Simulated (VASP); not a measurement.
# Si2W (P6_222) in VASP: further runs

The runs below take Si2W through single point, with LDA, PBEsol.

All numbers are computed with VASP 6.6.1; they aren't measurements. Logs are shortened: lines on timing, memory, paths and dates and some standing lists are left out, and cuts for length are marked.

## Step 1: The cell of the first run

Symmetry: P6_222, No. 180, hexagonal system. The conventional cell has a = 4.617 Å, b = 4.617 Å, c = 6.653 Å, α = 90.00°, β = 90.00°, γ = 120.00°. W (site symmetry 222) has 10 Si at 2.59 to 2.69 Å and 4 W at 3.20 Å within 3.4 Å. Si (site symmetry 2) has 9 Si at 2.57 to 3.23 Å and 5 W at 2.59 to 2.69 Å within 3.4 Å.

## Step 2: Single point, LDA

Contents of INCAR:

```
SYSTEM = Si2W
ALGO = Normal
EDIFF = 1E-6
ENCUT = 520
GGA = CA
ISIF = 2
ISMEAR = -1
LASPH = .TRUE.
LCHARG = .FALSE.
LREAL = .FALSE.
LWAVE = .FALSE.
NBANDS = 43
NELM = 80
PREC = Accurate
SIGMA = 0.05
```

Contents of KPOINTS:

```
k-points
0
G
  7 7 4
  0 0 0
```

Contents of POSCAR:

```
Si2W
1.0
    4.6168523821      0.0000000000      0.0000000000
   -2.3084261911      3.9983114484      0.0000000000
    0.0000000000      0.0000000000      6.6532220000
W Si
3 6
Direct
    0.5000000000      0.0000000000      0.5000000000
    0.5000000000      0.5000000000      0.8333333333
    0.0000000000      0.5000000000      0.1666666667
    0.3272520000      0.1636260000      0.1666666667
    0.8363740000      0.1636260000      0.8333333333
    0.1636260000      0.3272520000      0.5000000000
    0.6727480000      0.8363740000      0.1666666667
    0.1636260000      0.8363740000      0.8333333333
    0.8363740000      0.6727480000      0.5000000000
```

Potentials or basis: VASP PAW LDA potentials, release 64 (W_sv, Si).

Launch:

```bash
$ cat potpaw_LDA.64/W_sv/POTCAR potpaw_LDA.64/Si/POTCAR > POTCAR
$ mpirun -np 1 vasp_std > vasp.out
```

OUTCAR:

```text
SYSTEM = Si2W
   EDIFF = 1E-6
   ENCUT = 520
   GGA = CA
   ISIF = 2
   ISMEAR = -1
   LASPH = .TRUE.
   LREAL = .FALSE.
   NELM = 80
   PREC = Accurate

 ion  position               nearest neighbor table
   1  0.500  0.000  0.500-   5 2.59   8 2.59   7 2.59   4 2.59   6 2.65   9 2.65   9 2.65   6 2.65
                             6 2.69   9 2.69   3 3.20   3 3.20   2 3.20   2 3.20
   2  0.500  0.500  0.833-   6 2.59   9 2.59   7 2.59   4 2.59   8 2.65   5 2.65   8 2.65   5 2.65
                             8 2.69   5 2.69   1 3.20   1 3.20   3 3.20   3 3.20
   3  0.000  0.500  0.167-   6 2.59   9 2.59   8 2.59   5 2.59   4 2.65   7 2.65   7 2.65   4 2.65
                             7 2.69   4 2.69   1 3.20   1 3.20   2 3.20   2 3.20
   4  0.327  0.164  0.167-   6 2.57   8 2.57   1 2.59   2 2.59   7 2.62   3 2.65   3 2.65   3 2.69
                             7 2.69   7 2.69
   5  0.836  0.164  0.833-   6 2.57   7 2.57   1 2.59   3 2.59   8 2.62   2 2.65   2 2.65   2 2.69
                             8 2.69   8 2.69
   6  0.164  0.327  0.500-   5 2.57   4 2.57   2 2.59   3 2.59   9 2.62   1 2.65   1 2.65   1 2.69
                             9 2.69   9 2.69
   7  0.673  0.836  0.167-   9 2.57   5 2.57   1 2.59   2 2.59   4 2.62   3 2.65   3 2.65   3 2.69
                             4 2.69   4 2.69
   8  0.164  0.836  0.833-   9 2.57   4 2.57   1 2.59   3 2.59   5 2.62   2 2.65   2 2.65   2 2.69
                             5 2.69   5 2.69
   9  0.836  0.673  0.500-   8 2.57   7 2.57   2 2.59   3 2.59   6 2.62   1 2.65   1 2.65   1 2.69
                             6 2.69   6 2.69

  LATTYP: Found a hexagonal cell.
 ALAT       =     4.6168523821
 C/A-ratio  =     1.4410731488

  Lattice vectors:

 A1 = (   4.6168523821,   0.0000000000,   0.0000000000)
 A2 = (  -2.3084261911,   3.9983114484,   0.0000000000)
 A3 = (   0.0000000000,   0.0000000000,   6.6532220000)

Analysis of symmetry for initial positions (statically):
=====================================================================
 Subroutine PRICEL returns:
 Original cell was already a primitive cell.

 Routine SETGRP: Setting up the symmetry group for a
 hexagonal supercell.

 Subroutine GETGRP returns: Found 12 space group operations
 (whereof  4 operations were pure point group operations)
 out of a pool of 24 trial point group operations.

The static configuration has the point symmetry D_2 .
 The point group associated with its full space group is D_6 .

Analysis of symmetry for dynamics (positions and initial velocities):
=====================================================================
 Subroutine PRICEL returns:
 Original cell was already a primitive cell.

 Routine SETGRP: Setting up the symmetry group for a
 hexagonal supercell.

 Subroutine GETGRP returns: Found 12 space group operations
 (whereof  4 operations were pure point group operations)
 out of a pool of 24 trial point group operations.

The dynamic configuration has the point symmetry D_2 .
 The point group associated with its full space group is D_6 .

 Subroutine INISYM returns: Found 12 space group operations
 (whereof  4 operations are pure point group operations),
 and found     1 'primitive' translations

----------------------------------------------------------------------------------------

                                     Primitive cell

  volume of cell :     122.8159

  direct lattice vectors                    reciprocal lattice vectors
     4.616852382  0.000000000  0.000000000     0.216597785  0.125052790  0.000000000
    -2.308426191  3.998311448  0.000000000     0.000000000  0.250105579  0.000000000
     0.000000000  0.000000000  6.653222000     0.000000000  0.000000000  0.150303116

  length of vectors
     4.616852382  4.616852382  6.653222000     0.250105579  0.250105579  0.150303116

  position of ions in fractional coordinates (direct lattice)
     0.500000000  0.000000000  0.500000000
     0.500000000  0.500000000  0.833333333
     0.000000000  0.500000000  0.166666667
     0.327252000  0.163626000  0.166666667
     0.836374000  0.163626000  0.833333333
     0.163626000  0.327252000  0.500000000
     0.672748000  0.836374000  0.166666667
     0.163626000  0.836374000  0.833333333
     0.836374000  0.672748000  0.500000000

  ion indices of the primitive-cell ions
   primitive index   ion index
                 1           1
                 2           2
                 3           3
                 4           4
                 5           5
                 6           6
                 7           7
                 8           8
                 9           9

----------------------------------------------------------------------------------------

 KPOINTS: k-points

Automatic generation of k-mesh.
 Grid dimensions read from file:
 generate k-points for:    7    7    4

 Generating k-lattice:

  Cartesian coordinates                     Fractional coordinates (reciprocal lattice)
     0.030942541  0.017864684  0.000000000     0.142857143  0.000000000  0.000000000
     0.000000000  0.035729368  0.000000000     0.000000000  0.142857143  0.000000000
     0.000000000  0.000000000  0.037575779     0.000000000  0.000000000  0.250000000

  Length of vectors
     0.035729368  0.035729368  0.037575779

  Shift w.r.t. Gamma in fractional coordinates (k-lattice)
     0.000000000  0.000000000  0.000000000

 Subroutine IBZKPT returns following result:
 ===========================================

 Found     24 irreducible k-points:

 Following reciprocal coordinates:
            Coordinates               Weight
  0.000000  0.000000  0.000000      1.000000
  0.142857  0.000000  0.000000      6.000000
  0.285714  0.000000  0.000000      6.000000
  0.428571  0.000000  0.000000      6.000000
  0.142857  0.142857  0.000000      6.000000
  0.285714  0.142857  0.000000     12.000000
[... 16 lines left out ...]
  0.428571  0.142857  0.500000      6.000000
  0.285714  0.285714  0.500000      6.000000
   k-points           NKPTS =     24   k-points in BZ     NKDIM =     24   number of bands    NBANDS=     43
   number of dos      NEDOS =    301   number of ions     NIONS =      9
   total plane-waves  NPLWV =  64800
   dimension x,y,z NGX =    36 NGY =   36 NGZ =   50
   dimension x,y,z NGXF=    72 NGYF=   72 NGZF=  100
   ions per type =               3   6
   NGX,Y,Z   is equivalent  to a cutoff of  12.96, 12.96, 12.49 a.u.
   NGXF,Y,Z  is equivalent  to a cutoff of  25.93, 25.93, 24.99 a.u.
 SYSTEM =  Si2W
   PREC   = accura    normal or accurate (medium, high low for compatibility)
   ISTART =      0    job   : 0-new  1-cont  2-samecut
   ICHARG =      2    charge: 1-file 2-atom 10-const
   ISPIN  =      1    spin polarized calculation?
   LNONCOLLINEAR =      F non collinear calculations
   LSORBIT =      F    spin-orbit coupling
   LASPH  =      T    aspherical Exc in radial PAW
   ENCUT  =  520.0 eV  38.22 Ry    6.18 a.u.   8.58  8.58 12.37*2*pi/ulx,y,z
   NELM   =     80;   NELMIN=  2; NELMDL= -5     # of ELM steps
   EDIFF  = 0.1E-05   stopping-criterion for ELM
   LREAL  =      F    real-space projection
   EDIFFG = 0.1E-04   stopping-criterion for IOM
   NSW    =      0    number of steps for IOM
   IBRION =     -1    ionic relax: 0-MD 1-quasi-New 2-CG
   NFREE  =      0    steps in history (QN), initial steepest desc. (CG)
   ISIF   =      2    stress and relaxation
   ISYM   =      2    0-nonsym 1-usesym 2-fastsym
   POTIM  = 0.5000    time-step for ionic-motion
   TEBEG  =    0.0;   TEEND  =   0.0 temperature during run
   PSTRESS=    0.0 pullay stress
   NELECT =      66.0000    total number of electrons
   NUPDOWN=      -1.0000    fix difference up-down
   EMIN   =  10.00;   EMAX   =-10.00  energy-range for DOS
   EFERMI =   0.00;   METHOD = LEGACY
   ISMEAR =    -1;   SIGMA  =   0.05  broadening in eV -4-tet -1-fermi 0-gaus
   EFERMI_NEDOS =   21; number of points for ismear=-14 and -15
   IALGO  =     38    algorithm
   IMIX   =      4    mixing-type and parameters
     AMIX     =   0.40;   BMIX     =  1.00
     AMIX_MAG =   1.60;   BMIX_MAG =  1.00
  volume/ion in A,a.u.               =      13.65        92.09
  Fermi-wavevector in a.u.,A,eV,Ry     =   1.330979  2.515186 24.102797  1.771506
  Thomas-Fermi vector in A             =   2.460025
   LORBIT       =      0    0 simple, 1 ext, 2 COOP (PROOUT), +10 PAW based schemes
   GGA     = CA    functional components
   LHFCALC =     F    Hartree Fock is set to
   AEXX    =    0.0000 exact exchange contribution
   IVDW    =     0    specifies the selected vdW correction
   LEPSILON=     F    determine dielectric tensor
   LRPA    =     F    only Hartree local field effects (RPA)
 non-spin polarized calculation
  energy-cutoff  :      520.00
  volume of cell :      122.82
 maximum number of plane-waves:      3343
 NGX is ok and might be reduce to    36
   NGX = 17   NGY = 17   NGZ = 25

 number of electron      66.0000007 magnetization

 Free energy of the ion-electron system (eV)
  ---------------------------------------------------
  ext. energy  EPLUGINS =         0.00000000
  ---------------------------------------------------
  free energy    TOTEN  =       -81.35045979 eV

  energy without entropy =      -81.34670150  energy(sigma->0) =      -81.34858064

 E-fermi :  12.2818     XC(G=0): -12.5873

 val. band max:       12.1947919958   @ k =   0.4286   0.0000   0.5000
 cond. band min:      12.3963577115   @ k =   0.4286   0.0000   0.0000
 fundamental gap:      0.2015657157
 Fermi energy:        12.2818370621

 k-point     1 :       0.0000    0.0000    0.0000
  band No.  band energies     occupation
      1     -61.6146      2.00000
      2     -61.6023      2.00000
      3     -61.6023      2.00000
      4     -26.2339      2.00000
      5     -26.2313      2.00000
      6     -26.2313      2.00000
[... 35 lines left out ...]
     42      15.1212      0.00000
     43      15.5918      0.00000

 k-point     2 :       0.1429    0.0000    0.0000
  band No.  band energies     occupation
      1     -61.6140      2.00000
      2     -61.6029      2.00000
      3     -61.6023      2.00000
      4     -26.2526      2.00000
      5     -26.2373      2.00000
      6     -26.2191      2.00000
[... 35 lines left out ...]
     42      15.1972      0.00000
     43      15.8797      0.00000

 k-point     3 :       0.2857    0.0000    0.0000
  band No.  band energies     occupation
      1     -61.6125      2.00000
      2     -61.6043      2.00000
      3     -61.6023      2.00000
      4     -26.2686      2.00000
      5     -26.2476      2.00000
      6     -26.2185      2.00000
[... 35 lines left out ...]
     42      15.4549      0.00000
     43      15.9118      0.00000

 k-point     4 :       0.4286    0.0000    0.0000
  band No.  band energies     occupation
      1     -61.6108      2.00000
      2     -61.6060      2.00000
      3     -61.6023      2.00000
      4     -26.2770      2.00000
      5     -26.2543      2.00000
      6     -26.2195      2.00000
[... 863 lines left out ...]
     42      15.0611      0.00000
     43      15.3440      0.00000

 k-point    23 :       0.4286    0.1429    0.5000
  band No.  band energies     occupation
      1     -61.6103      2.00000
      2     -61.6060      2.00000
      3     -61.6027      2.00000
      4     -26.2718      2.00000
      5     -26.2548      2.00000
      6     -26.2412      2.00000
[... 35 lines left out ...]
     42      14.8992      0.00000
     43      15.4942      0.00000

 k-point    24 :       0.2857    0.2857    0.5000
  band No.  band energies     occupation
      1     -61.6103      2.00000
      2     -61.6055      2.00000
      3     -61.6032      2.00000
      4     -26.2687      2.00000
      5     -26.2539      2.00000
      6     -26.2522      2.00000
[... 35 lines left out ...]
     42      15.3687      0.00000
     43      15.4403      0.00000

------------------------ aborting loop because EDIFF is reached ----------------------------------------

  FORCE on cell =-STRESS in cart. coord.  units (eV):
  Direction    XX          YY          ZZ          XY          YZ          ZX
  --------------------------------------------------------------------------------------
  -------------------------------------------------------------------------------------
  Total       -6.4235131     -6.4235131     -6.8173597      0.0000000      0.0000000      0.0000000
  in kB      -83.7970193    -83.7970193    -88.9348895      0.0000000      0.0000000      0.0000000
  external PRESSURE =     -85.5096427 kB  Pullay stress =       0.0000000 kB

 VOLUME and BASIS-vectors are now :
 -----------------------------------------------------------------------------
  energy-cutoff  :      520.00
  volume of cell :      122.82
      direct lattice vectors                 reciprocal lattice vectors
     4.616852382  0.000000000  0.000000000     0.216597785  0.125052790  0.000000000
    -2.308426191  3.998311448  0.000000000     0.000000000  0.250105579  0.000000000
     0.000000000  0.000000000  6.653222000     0.000000000  0.000000000  0.150303116

 POSITION                                       TOTAL-FORCE (eV/Angst)
 -----------------------------------------------------------------------------------
      2.30843      0.00000      3.32661         0.000000      0.000000     -0.000000
      1.15421      1.99916      5.54435         0.000000      0.000000      0.000000
     -1.15421      1.99916      1.10887         0.000000      0.000000      0.000000
      1.13316      0.65423      1.10887         0.042703      0.024654     -0.000000
      3.48370      0.65423      5.54435        -0.042703      0.024654     -0.000000
     -0.00000      1.30846      3.32661        -0.000000      0.049309     -0.000000
      1.17527      3.34408      1.10887        -0.042703     -0.024654      0.000000
     -1.17527      3.34408      5.54435         0.042703     -0.024654     -0.000000
      2.30843      2.68986      3.32661         0.000000     -0.049309     -0.000000
 -----------------------------------------------------------------------------------
    total drift:                               -0.000000     -0.000000      0.000000

  FREE ENERGIE OF THE ION-ELECTRON SYSTEM (eV)
  ---------------------------------------------------
  free  energy   TOTEN  =       -81.3504597863 eV

  energy  without entropy=      -81.3467015016  energy(sigma->0) =      -81.34858064
```

It used 380 s of CPU time on 1 thread of AMD EPYC 7R13 Processor (Zen 3), on a shared host.

Results:

```yaml
Free_energy: -81.3505 eV
Pressure: -8.6 GPa
Largest_force: 0.049 eV/Å
Band_gap_on_the_k_mesh: 0.20 eV, indirect (least direct gap 0.64 eV)
```

Forces in eV/Å, atoms in the order of the input:
```
W    0.000  0.000  0.000
W    0.000  0.000  0.000
W    0.000  0.000  0.000
Si   0.043  0.025  0.000
Si  -0.043  0.025  0.000
Si   0.000  0.049  0.000
Si  -0.043 -0.025  0.000
Si   0.043 -0.025  0.000
Si   0.000 -0.049  0.000
```

Stress tensor (GPa, compression positive):
```
-8.38  0.00  0.00
 0.00 -8.38  0.00
 0.00  0.00 -8.89
```

Caveat: spin-orbit coupling is left out, which moves the levels of the heavy elements.

## Step 3: Single point, PBEsol

Contents of INCAR:

```
SYSTEM = Si2W
PREC = Accurate ; ENCUT = 520
EDIFF = 1E-6 ; ISMEAR = -1
SIGMA = 0.05 ; LREAL = .FALSE.
LASPH = .TRUE. ; NELM = 80
ALGO = Normal ; ISIF = 2
LWAVE = .FALSE. ; LCHARG = .TRUE.
GGA = PS ; LELF = .TRUE.
LVHAR = .TRUE. ; NBANDS = 43
```

Contents of KPOINTS:

```
regular mesh
0
G
  7 7 4
  0 0 0
```

POSCAR is that of step 2.

Potentials or basis: VASP PAW PBE potentials, release 64 (W_sv, Si).

Launch:

```bash
$ cat potpaw_PBE.64/W_sv/POTCAR potpaw_PBE.64/Si/POTCAR > POTCAR
$ mpirun -np 1 vasp_std > vasp.out
```

It used 360 s of CPU time on 1 thread of AMD EPYC 7R13 Processor (Zen 3), with other jobs on the host.

The run converged. Its results:

- Free energy: -79.2657 eV
- Pressure: -5.3 GPa
- Largest force: 0.033 eV/Å
- Band gap on the k mesh: 0.22 eV, indirect (least direct gap 0.68 eV)

Forces on the atoms (eV/Å):
```
W    0.000  0.000  0.000
W    0.000  0.000  0.000
W    0.000  0.000  0.000
Si   0.029  0.017  0.000
Si  -0.029  0.017  0.000
Si   0.000  0.033  0.000
Si  -0.029 -0.017  0.000
Si   0.029 -0.017  0.000
Si   0.000 -0.033  0.000
```

Stress tensor (GPa, compression positive):
```
-5.28  0.00  0.00
 0.00 -5.28  0.00
 0.00  0.00 -5.38
```

Levels at points of the mesh, in eV from the valence-band top:
```
           k point  band 29  band 30  band 31  band 32  band 33  band 34  band 35  band 36  band 37  band 38
(0.00, 0.00, 0.00)    -3.27    -3.27    -2.92    -2.48    -0.85     2.28     2.28     2.36     2.41     2.68
(0.00, 0.00, 0.50)    -2.63    -2.63    -2.50    -0.63    -0.63     1.83     2.10     2.10     2.33     2.51
```

Caveat: the PAW data sets were made with another functional, which shifts forces and pressure a little; spin-orbit coupling is left out, which moves the levels of the heavy elements. A k mesh can miss the band edges.
